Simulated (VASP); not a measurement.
Set up this calculation in VASP 6.6.1, as the native input.

* Task: single point
* Functional: RPBE
* Potentials or basis: VASP PAW PBE potentials, release 64 (W_sv)
* Cutoff: 520 eV
* k mesh: 15 × 15 × 7
* Occupations: fermi-dirac, width 0.1 eV
* Spin: no spin polarisation
* Dipole correction: no
* Further INCAR settings: ALGO = Normal; EDIFF = 1e-06; NBANDS = 21

The structure of W lies in POSCAR:

```
W
1.0
    2.8605830750      0.0000000000      0.0000000000
   -1.4302915375      2.4773376126      0.0000000000
    0.0000000000      0.0000000000      5.1037538930
W
2
Direct
    0.3333333333      0.6666666667      0.2500000000
    0.6666666667      0.3333333333      0.7500000000
```

This cell differs from its parent crystal: volume scaled by 1.08.

One way to write it, as run:

INCAR

```
ALGO = Normal
EDIFF = 1E-6
ENCUT = 520
GGA = RP
ISIF = 2
ISMEAR = -1
LASPH = T
LCHARG = F
LREAL = F
LWAVE = F
NBANDS = 21
NELM = 100
PREC = Accurate
SIGMA = 0.1
```

KPOINTS

```
k-points
0
Gamma
  15 15 7
```

Potentials or basis: VASP PAW PBE potentials, release 64 (W_sv).

Command:

```bash
$ cat potpaw_PBE.64/W_sv/POTCAR > POTCAR
$ mpirun -np 1 vasp_std > vasp.out
```

Results of the run:

| Property | Result |
| --- | --- |
| Pressure | -17.5 GPa |
| Band gap on the k mesh | zero (band 14 reaches 10.53 eV, above the bottom of band 15 at 9.07 eV) |

Caveat: the PAW data sets were made with another functional, which shifts forces and pressure a little; spin-orbit coupling is left out, which moves the levels of the heavy elements.

Wall time 25 s on 1 thread of Intel(R) Xeon(R) 6975P-C (Granite Rapids) (shared host), peak memory 0.19 GiB.
